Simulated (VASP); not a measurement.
Wanted: the native input for a VASP 6.6.1 run.

```
Task                   : relaxation of cell and atoms
Functional             : r2SCAN
Potentials or basis    : VASP PAW PBE potentials, release 64 (Fe)
Cutoff                 : 600 eV
k mesh                 : 6 × 6 × 4
Occupations            : gaussian, width 0.1 eV
Spin                   : no spin polarisation
Dipole correction      : no
Further INCAR settings : ALGO = Normal; EDIFF = 1e-06; IBRION = 2; EDIFFG = -0.04; NSW = 90; ISIF = 3
```

The system is Fe.

```
Fe
1.0
     3.22097    0.00000    0.00000
    -1.61048    2.78944    0.00000
     0.00000    0.00000    5.31460
Fe
4
Cartesian
  0.0000 1.8596 2.3251
  1.6105 0.9298 4.9824
  1.6105 0.9298 2.9895
  0.0000 1.8596 0.3322
```

One way to write it, as run:

POSCAR

```
Fe
1.0
    3.2209691390      0.0000000000      0.0000000000
   -1.6104845695      2.7894410992      0.0000000000
    0.0000000000      0.0000000000      5.3145990793
Fe
4
Direct
    0.3333333333      0.6666666667      0.4375000000
    0.6666666667      0.3333333333      0.9375000000
    0.6666666667      0.3333333333      0.5625000000
    0.3333333333      0.6666666667      0.0625000000
```

INCAR.step1

```
SYSTEM = Fe
PREC     = Accurate       ! precision mode
ENCUT    = 600            ! plane-wave cutoff, eV
ISMEAR   = 0              ! smearing method
SIGMA    = 0.1            ! smearing width, eV
LREAL    = .FALSE.        ! projectors in reciprocal space
LASPH    = .TRUE.         ! aspherical terms in the spheres
NELM     = 100            ! most SCF steps
GGA      = PE             ! functional
ALGO     = Normal         ! electronic algorithm
EDIFF    = 1E-4           ! SCF threshold, eV
LWAVE    = .TRUE.         ! write WAVECAR
LCHARG   = .FALSE.        ! write CHGCAR
```

INCAR.step2

```
SYSTEM = Fe
PREC     = Accurate       ! precision mode
ENCUT    = 600            ! plane-wave cutoff, eV
EDIFF    = 1E-6           ! SCF threshold, eV
ISMEAR   = 0              ! smearing method
SIGMA    = 0.1            ! smearing width, eV
LREAL    = .FALSE.        ! projectors in reciprocal space
LASPH    = .TRUE.         ! aspherical terms in the spheres
NELM     = 100            ! most SCF steps
ALGO     = Normal         ! electronic algorithm
ISIF     = 3              ! what is computed and relaxed
LWAVE    = .FALSE.        ! write WAVECAR
LCHARG   = .FALSE.        ! write CHGCAR
METAGGA  = R2SCAN         ! meta-GGA
LMIXTAU  = .TRUE.       
IBRION   = 2              ! ionic algorithm
NSW      = 90             ! ionic steps
EDIFFG   = -0.04          ! ionic threshold
ISTART   = 1
```

KPOINTS

```
regular mesh
0
G
  6 6 4
  0 0 0
```

Potentials or basis: VASP PAW PBE potentials, release 64 (Fe).

The run is started by

```bash
$ cat potpaw_PBE.64/Fe/POTCAR > POTCAR
$ cp INCAR.step1 INCAR
$ mpirun -np 1 vasp_std > vasp.out
$ cp INCAR.step2 INCAR
$ mpirun -np 1 vasp_std > vasp.out
```

Results of the run:

```
Relaxed volume                         : 13.79 Å³/atom
Relaxed cell                           : a = 3.378 Å, b = 3.378 Å, c = 5.581 Å, α = 90.00°, β = 90.00°, γ = 120.00°
Space group after relaxing (to 0.05 Å) : P6_3/mmc (No. 194)
Energy gained by relaxing              : 174.2 meV/atom
Ionic steps                            : 7
Pressure after relaxing                : 0.3 GPa
Largest force after relaxing           : 0.006 eV/Å
Band gap on the k mesh                 : zero (band 16 reaches 4.03 eV, above the bottom of band 17 at 3.77 eV)
```

Caveat: the k points lie up to 0.36 Å⁻¹ apart in the final cell; the volume moved by over 15 % at a fixed basis, so the end points are rough; the PAW data sets were made with another functional, which shifts forces and pressure a little; the run has no spin polarisation, though such a crystal can be magnetic.

Wall time 12 min on 1 thread of AMD EPYC 7R43 64-Core Processor (Zen 3), with other jobs on the host, peak memory 0.16 GiB.
